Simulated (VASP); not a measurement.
Here is a VASP 6.6.1 calculation.

Contents of INCAR:

```
  ALGO = Normal
  EDIFF = 1E-6
  EDIFFG = -0.04
  ENCUT = 600
  GGA = PE
  IBRION = 2
  ISIF = 3
  ISMEAR = 0
  LASPH = True
  LCHARG = False
  LREAL = False
  LWAVE = False
  NELM = 60
  NSW = 90
  PREC = Accurate
  SIGMA = 0.1
```

KPOINTS

```
k-points
0
Gamma
  6 6 6
```

POSCAR

```
C
1.0
    3.2084004900      0.0000000000      0.0000000000
   -1.6042002400      2.7785563300      0.0000000000
    0.0000000000      0.0000000000      2.8652681600
C
4
Direct
    0.5000000000      0.0000000000      0.2534999100
    0.0000000000      0.5000000000      0.2534999100
    0.5000000000      0.5000000000      0.2534999100
    0.0000000000      0.0000000000      0.5864691200
```

Potentials or basis: VASP PAW PBE potentials, release 64 (C).

Launch:

```bash
$ cat potpaw_PBE.64/C/POTCAR > POTCAR
$ mpirun -np 1 vasp_std > vasp.out
```

Task: Estimate the space group after relaxing (to 0.1 Å).

Result: P6mm (No. 183).

Task: Predict the relaxed cell.

Result: a = 3.234 Å, b = 3.234 Å, c = 3.479 Å, α = 90.00°, β = 90.00°, γ = 120.00°.

Task: Predict the relaxed volume.

Result: 7.88 Å³/atom.

Task: Estimate the band gap on the k mesh.

Result: Zero (bands 8 and 9 overlap by 2.43 eV).

The path:
```
step  energy change (eV)  largest force (eV/Å)  pressure (GPa)  volume (Å³)
   1              0.0000                1.2212           33.47        25.54
   2             -0.3652                0.3116           -7.50        30.80
   3             -0.3981                0.5760           -0.53        29.44
   4             -0.5145                0.4221           -1.14        30.04
   5             -0.6261                0.3883           -2.40        30.76
   6             -0.7168                0.0100           -1.95        32.06
   7             -0.7167                0.0374           -1.99        32.01
   8             -0.7152                0.1186            2.64        31.21
   9             -0.7191                0.0711           -0.02        31.66
  10             -0.7196                0.0613           -0.03        31.62
  11             -0.7209                0.0381           -0.01        31.50
```

Caveat: the k points lie up to 0.37 Å⁻¹ apart in the final cell, too coarse for converged energies and pressures of a metal; the volume moved by over 15 % at a fixed basis, so the end points are rough.
